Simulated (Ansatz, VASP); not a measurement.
**One calculation of SnO2, two programs**

```
CELL_PARAMETERS angstrom
4.75994 0.00000 0.00000
0.00000 4.75994 0.00000
0.00000 0.00000 3.07268
ATOMIC_POSITIONS crystal
Sn 0.50000 0.50000 0.50000
Sn 0.00000 0.00000 0.00000
O 0.30376 0.30376 0.00000
O 0.80376 0.19624 0.50000
O 0.19624 0.80376 0.50000
O 0.69624 0.69624 0.00000
```

Alike in both runs: task single point; functional r2SCAN; k mesh 6 × 6 × 8; occupations gaussian, width 0.02 eV; no spin polarisation.

```csv
,VASP,Ansatz
version,VASP 6.6.1,Ansatz 0.2.0
potentials or method,"VASP PAW PBE potentials, release 64 (Sn_d, O), cutoff 520 eV","scalar-relativistic, plane waves, PAW"
valence electrons in the cell,52,52
```

```tsv
	VASP	Ansatz	Ansatz less VASP
gap on the k mesh at the Fermi level (eV)	2.36	2.33	-0.030
least direct gap on the mesh (eV)	2.36	2.33	-0.030
pressure (GPa)	12.5	11.1	-1.35
traceless stress, the component that is largest in VASP (GPa)	9.19	8.70	-0.488
rms of the force components (eV/Å)	0.023	0.000	-0.0232
```

VASP's potentials were made for PBE, not for r2SCAN. Atom by atom the forces differ by 0.023 eV/Å (rms over components). The functional is the same, so the differences come from potentials, cutoffs and numerics.
